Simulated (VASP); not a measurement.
Runs of VASP 6.6.1 on ZnS. The structure is that of space group Cm (No. 8), or close to it. The cells are those of the table. 

```csv
cell,gap on the mesh (eV),pressure (GPa),largest force (eV/Å)
"a = 3.825, b = 3.825, c = 11.165 Å, angles 61.9, 61.9, 60.0°, 6 atoms",1.74,-4.8,0.47
"a = 3.825, b = 3.825, c = 9.938 Å, angles 73.2, 73.2, 60.0°, 6 atoms",(a),-5.2,0.28
"a = 3.825, b = 3.825, c = 9.434 Å, angles 84.2, 84.2, 60.0°, 6 atoms",(b),-5.0,0.78
"a = 3.825, b = 3.825, c = 10.605 Å, angles 66.1, 66.1, 60.0°, 6 atoms",(c),-5.5,0.58
"a = 3.825, b = 3.825, c = 10.135 Å, angles 70.7, 70.7, 60.0°, 6 atoms",1.34,-5.5,0.37
```

Alike in all rows: task single point; level LDA; potentials or basis VASP PAW LDA potentials, release 64 (Zn, S); no spin polarisation; k mesh 8 × 8 × 3; cutoff (eV) 520; smearing gaussian 0.05 eV.

Q: Estimate the missing entries.

A: (a) 1.14; (b) 1.33; (c) 1.43.

Caveats: the cell stands under tension.

A k mesh can miss the band edges.
